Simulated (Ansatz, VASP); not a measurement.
**Two plane-wave programs on Ni3N4**

Contents of INCAR:

```
SYSTEM = Ni3N4
PREC = Accurate ; ENCUT = 600
EDIFF = 1E-6 ; ISMEAR = 0
SIGMA = 0.1 ; LREAL = .FALSE.
LASPH = .TRUE. ; NELM = 100
ALGO = Normal ; ISIF = 3
LWAVE = .FALSE. ; LCHARG = .FALSE.
GGA = PE ; IBRION = 2
NSW = 100 ; EDIFFG = -0.01
```

The input KPOINTS:

```
regular mesh
0
G
  10 10 10
  0 0 0
```

Contents of POSCAR:

```
Ni3N4
1.0
    3.9569093862      0.0000000000      0.0000000000
    0.0000000000      3.9569093862      0.0000000000
    0.0000000000      0.0000000000      3.9569093862
Ni N
3 4
Direct
    0.5000000000      0.5000000000      0.0000000000
    0.0000000000      0.5000000000      0.5000000000
    0.5000000000      0.0000000000      0.5000000000
    0.5000000000      0.5000000000      0.5000000000
    0.5000000000      0.0000000000      0.0000000000
    0.0000000000      0.5000000000      0.0000000000
    0.0000000000      0.0000000000      0.5000000000
```

Input for Ansatz:

```yaml
crystal:
  lattice:
    - [3.9569093862, 0.0, 0.0]
    - [0.0, 3.9569093862, 0.0]
    - [0.0, 0.0, 3.9569093862]
  atoms:
    - { symbol: Ni, position: [0.5, 0.5, 0.0] }
    - { symbol: Ni, position: [0.0, 0.5, 0.5] }
    - { symbol: Ni, position: [0.5, 0.0, 0.5] }
    - { symbol: "N", position: [0.5, 0.5, 0.5] }
    - { symbol: "N", position: [0.5, 0.0, 0.0] }
    - { symbol: "N", position: [0.0, 0.5, 0.0] }
    - { symbol: "N", position: [0.0, 0.0, 0.5] }
basis:
  ecutwfc: 420
kpoints:
  mp_grid: { grid: [10, 10, 10] }
hamiltonian:
  xc: pbe
scf:
  occupations: { method: gaussian, width: 0.1 }
output:
  forces: true
  stress: true
  eigenvalues: true
relax:
  adjacent_minimum: "off"
  f_tol: 0.01
  max_steps: 80
  cell: { stress_tol: 0.05 }
```

Change from the starting cell: species swapped into the W3N4 type (Pm-3m, No. 221).

Alike in both runs: task relaxation of cell and atoms; functional PBE; k mesh 10 × 10 × 10; occupations gaussian, width 0.1 eV; no spin polarisation.

```csv
,VASP,Ansatz
version,VASP 6.6.1,Ansatz 0.2.0
potentials or method,"VASP PAW PBE potentials, release 64 (Ni, N), cutoff 600 eV","scalar-relativistic, plane waves, PAW"
valence electrons in the cell,50,74
```

```csv
,VASP,Ansatz,Ansatz less VASP
"gap on the k mesh at the Fermi level, each at its own relaxed structure (eV)",none,none,-
relaxed volume (Å³/atom),8.87,8.86,-0.006
relaxed cell length with the largest relative difference (Å),3.959,3.959,-0.0009
```

A gap of «none» marks a metal or a gap that the smearing closes. VASP's potentials hold 50 valence electrons a cell and Ansatz's 74, so a difference there can come from the potentials and not from the codes.
